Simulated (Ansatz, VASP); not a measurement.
**InSb3: VASP beside Ansatz**

```
In Sb
1.0
     0.00000    3.72792    3.72792
     3.72792    0.00000    3.72792
     3.72792    3.72792    0.00000
In Sb
1 3
Direct
  0.01509 0.01509 0.98491
  0.25000 0.25000 0.25000
  0.75000 0.75000 0.75000
  0.50000 0.50000 0.50000
```

Alike in both runs: task single point; functional PBE; dispersion D3(BJ); k mesh 12 × 12 × 12; occupations gaussian, width 0.15 eV; no spin polarisation.

|  | VASP | Ansatz |
| --- | --- | --- |
| version | VASP 6.6.1 | Ansatz 0.2.0 |
| potentials or method | VASP PAW PBE potentials, release 64 (In_d, Sb), cutoff 520 eV | scalar-relativistic, plane waves, PAW |
| valence electrons in the cell | 28 | 58 |

```csv
,VASP,Ansatz,Ansatz less VASP
gap on the k mesh at the Fermi level (eV),none,none,-
pressure (GPa),0.2,0.3,+0.09
"traceless stress, the component that is largest in VASP (GPa)",-0.05,-0.05,0.000
rms of the force components (eV/Å),0.109,0.109,-0.0001
```

Atom by atom the forces differ by 0.000 eV/Å (rms over components). A gap of «none» marks a metal or a gap that the smearing closes. VASP's potentials hold 28 valence electrons a cell and Ansatz's 58, so a difference there can come from the potentials and not from the codes.

Neither program's run includes spin-orbit coupling.
